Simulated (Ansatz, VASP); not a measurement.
## One calculation of Sb, two programs

```
Sb
1.0
     8.53782    0.00000    0.00000
    -4.26891    7.39397    0.00000
     0.00000    0.00000    3.42510
Sb
6
Direct
  0.31817 0.00000 0.50000
  0.00000 0.31817 0.83333
  0.68183 0.68183 0.16667
  0.68183 0.00000 0.50000
  0.00000 0.68183 0.83333
  0.31817 0.31817 0.16667
```

Alike in both runs: functional PBE; k mesh 3 × 3 × 4; occupations gaussian, width 0.1 eV; no spin polarisation.

Ansatz relaxed the structure, and its values are those at the end. VASP's run is a single point on that final structure, the one shown.

|  | VASP | Ansatz |
| --- | --- | --- |
| version | VASP 6.6.1 | Ansatz 0.2.0 |
| potentials or method | VASP PAW PBE potentials, release 64 (Sb), cutoff 520 eV | scalar-relativistic, plane waves, PAW |
| valence electrons in the cell | 30 | 90 |

```csv
,VASP,Ansatz,Ansatz less VASP
gap on the k mesh at the Fermi level (eV),none,none,-
pressure (GPa),0.0,0.0,+0.01
rms of the force components (eV/Å),0.003,0.001,-0.0026
```

A gap of «none» marks a metal or a gap that the smearing closes. VASP's potentials hold 30 valence electrons a cell and Ansatz's 90, so a difference there can come from the potentials and not from the codes.

The k mesh is coarse, so the values compare programs but aren't converged. Spin-orbit coupling is off throughout.
